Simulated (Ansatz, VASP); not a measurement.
**Two plane-wave programs on MgO**

Contents of INCAR:

```
SYSTEM = MgO
PREC = Accurate
ENCUT = 600
EDIFF = 1E-6
ISMEAR = 0
SIGMA = 0.05
LREAL = .False.
LASPH = .True.
NELM = 120
ALGO = Normal
ISIF = 2
LWAVE = .False.
LCHARG = .False.
GGA = PE
NBANDS = 11
GGA_COMPAT = .False.
```

KPOINTS

```
Automatic mesh
0
Gamma
  8 8 8
  0 0 0
```

POSCAR

```
MgO
1.0
    2.6604928845      0.0000000000      0.0000000000
    0.0000000000      2.6604928845      0.0000000000
    0.0000000000      0.0000000000      2.6604928845
Mg O
1 1
Direct
    0.0000000000      0.0000000000      0.0000000000
    0.5000000000      0.5000000000      0.5000000000
```

Input for Ansatz:

```yaml
crystal:
  lattice:
    - [2.6604928845, 0.0, 0.0]
    - [0.0, 2.6604928845, 0.0]
    - [0.0, 0.0, 2.6604928845]
  atoms:
    - { symbol: Mg, position: [0.0, 0.0, 0.0] }
    - { symbol: O, position: [0.5, 0.5, 0.5] }
basis:
  ecutwfc: 420
  ecutrho_ratio: 4
kpoints:
  mp_grid: { grid: [8, 8, 8] }
hamiltonian:
  xc: pbe
scf:
  occupations: { method: gaussian, width: 0.05 }
output:
  forces: true
  stress: true
  eigenvalues: true
```

Alike in both runs: task single point; functional PBE; k mesh 8 × 8 × 8; occupations gaussian, width 0.05 eV; no spin polarisation.

```csv
,VASP,Ansatz
version,VASP 6.6.1,Ansatz 0.2.0
potentials or method,"VASP PAW PBE potentials, release 64 (Mg, O), cutoff 600 eV","scalar-relativistic, plane waves, PAW"
valence electrons in the cell,8,16
```

Ansatz gave:

```
gap on the k mesh at the Fermi level (eV) : 2.26
least direct gap on the mesh (eV)         : 3.23
pressure (GPa)                            : -0.1
```

Problem. Estimate VASP's values.

Solution. gap on the k mesh at the Fermi level (eV): 2.24; least direct gap on the mesh (eV): 3.21; pressure (GPa): -1.0.

VASP's potentials hold 8 valence electrons a cell and Ansatz's 16, so a difference there can come from the potentials and not from the codes.
